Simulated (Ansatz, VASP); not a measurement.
**One calculation of SnO, two programs**

Contents of INCAR:

```
SYSTEM = SnO
  ALGO = Normal
  EDIFF = 1E-6
  EDIFFG = -0.002
  ENCUT = 600
  GGA = CA
  IBRION = 2
  ISIF = 3
  ISMEAR = -1
  LASPH = .True.
  LCHARG = .False.
  LREAL = .False.
  LWAVE = .False.
  NELM = 100
  NSW = 100
  PREC = Accurate
  SIGMA = 0.08
```

Contents of KPOINTS:

```
k-points
0
Gamma
  8 8 6
  0 0 0
```

Contents of POSCAR:

```
SnO
1.0
    3.7986000000      0.0000000000      0.0000000000
    0.0000000000      3.7986000000      0.0000000000
    0.0000000000      0.0000000000      4.8408000000
Sn O
2 2
Direct
    0.5000000000      0.0000000000      0.2369000000
    0.0000000000      0.5000000000      0.7631000000
    0.0000000000      0.0000000000      0.0000000000
    0.5000000000      0.5000000000      0.0000000000
```

Input for Ansatz:

```yaml
crystal:
  lattice:
    - [3.7986, 0.0, 0.0]
    - [0.0, 3.7986, 0.0]
    - [0.0, 0.0, 4.8408]
  atoms:
    - { symbol: Sn, position: [0.5, 0.0, 0.2369] }
    - { symbol: Sn, position: [0.0, 0.5, 0.7631] }
    - { symbol: O, position: [0.0, 0.0, 0.0] }
    - { symbol: O, position: [0.5, 0.5, 0.0] }
kpoints:
  mp_grid: { grid: [8, 8, 6] }
scf:
  occupations: { method: fermi_dirac, width: 0.08 }
hamiltonian:
  xc: lda
  pseudopotentials: { kind: paw }
relax:
  f_tol: 0.002
  max_steps: 80
  cell: {}
output:
  forces: true
  stress: true
```

Alike in both runs: task relaxation of cell and atoms; functional LDA; k mesh 8 × 8 × 6; occupations fermi-dirac, width 0.08 eV; no spin polarisation.

|  | VASP | Ansatz |
| --- | --- | --- |
| version | VASP 6.6.1 | Ansatz 0.2.0 |
| potentials or method | VASP PAW LDA potentials, release 64 (Sn_d, O) | PAW with Ansatz's default frozen-core files, scalar-relativistic |
| plane-wave cutoff (eV) | 600 | 420 |
| valence electrons in the cell | 40 | 40 |

Ansatz gave:

```
relaxed volume (Å³/atom)                                        : 16.50
relaxed length of the cell vector where the two differ most in proportion (Å) : 4.654
```

Problem. What did VASP give for the same quantities?

Solution. Relaxed volume (Å³/atom): 16.42; relaxed length of the cell vector where the two differ most in proportion (Å): 4.631.

LDA's correlation is that of Perdew and Zunger in VASP and of Perdew and Wang (1992) in Ansatz.
